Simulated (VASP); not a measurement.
Input of a VASP 6.6.1 run:

The input INCAR:

```
SYSTEM = GaP
PREC = Accurate
ENCUT = 500
EDIFF = 1E-6
ISMEAR = 0
SIGMA = 0.01
LREAL = .FALSE.
LASPH = .TRUE.
NELM = 120
ALGO = Normal
ISIF = 2
LWAVE = .FALSE.
LCHARG = .FALSE.
GGA = PE
NBANDS = 16
GGA_COMPAT = .FALSE.
```

Contents of KPOINTS:

```
regular mesh
0
G
  6 6 6
  0 0 0
```

File POSCAR:

```
GaP
1.0
    0.0000000000      2.7531794534      2.7531794534
    2.7531794534      0.0000000000      2.7531794534
    2.7531794534      2.7531794534      0.0000000000
Ga P
1 1
Direct
    0.0000000000      0.0000000000      0.0000000000
    0.2500000000      0.2500000000      0.2500000000
```

Potentials or basis: VASP PAW PBE potentials, release 64 (Ga_d, P).

The run is started by

```sh
$ cat potpaw_PBE.64/Ga_d/POTCAR potpaw_PBE.64/P/POTCAR > POTCAR
$ mpirun -np 1 vasp_std > vasp.out
```

Predict the band gap on the k mesh.

1.57 eV, direct.

What does it give for the pressure?

-0.1 GPa.

**What was measured.**

“Stacking defects in GaP nanowires: Electronic structure and optical properties”, 2018, arxiv:1810.01194 quotes, for a bulk crystal of GaP at 10 K: band gap 2.34 eV (indirect).

Against the measured gap of GaP, 2.34 eV (indirect; 10 K; quoted in “Stacking defects in GaP nanowires: Electronic structure and optical properties”, 2018, arxiv:1810.01194), the calculated 1.57 eV is off by -0.77 eV. Spin-orbit coupling on Ga is left out. The value is that of PBE on a finite k mesh, which can miss the band edges, without temperature or zero-point motion. Semilocal functionals fall short of measured gaps as a rule.
